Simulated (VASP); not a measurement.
Write the native input for VASP 6.6.1 that does the following.

* Task: single point
* Functional: BLYP
* Potentials or basis: VASP PAW PBE potentials, release 64 (Au)
* Cutoff: 520 eV
* k mesh: 13 × 13 × 13
* Occupations: fermi-dirac, width 0.1 eV
* Spin: no spin polarisation
* Dipole correction: no
* Further INCAR settings: ALGO = Normal; EDIFF = 1e-07; NBANDS = 12

The structure of Au lies in POSCAR:

```
Au
1.0
    0.0000000000      2.1348040517      2.1348040517
    2.1348040517      0.0000000000      2.1348040517
    2.1348040517      2.1348040517      0.0000000000
Au
1
Direct
    0.0000000000      0.0000000000      0.0000000000
```

One way to write it, as run:

INCAR

```
SYSTEM = Au
PREC = Accurate ; ENCUT = 520
EDIFF = 1E-7 ; ISMEAR = -1
SIGMA = 0.1 ; LREAL = .FALSE.
LASPH = .TRUE. ; NELM = 80
ALGO = Normal ; ISIF = 2
LWAVE = .FALSE. ; LCHARG = .FALSE.
GGA = B5 ; ALDAX = 1.0
AGGAX = 1.0 ; AGGAC = 1.0
ALDAC = 0.0 ; NBANDS = 12
```

KPOINTS

```
Automatic mesh
0
G
  13 13 13
  0 0 0
```

Potentials or basis: VASP PAW PBE potentials, release 64 (Au).

Launch:

```bash
$ cat potpaw_PBE.64/Au/POTCAR > POTCAR
$ mpirun -np 1 vasp_std > vasp.out
```

Results of the run:

```json
{
  "Pressure": "0.4 GPa"
}
```

Caveat: the PAW data sets were made with another functional, which shifts forces and pressure a little.

Wall time 20 s on 1 thread of Intel Xeon 6975P-C, on a shared host, peak memory 0.15 GiB.
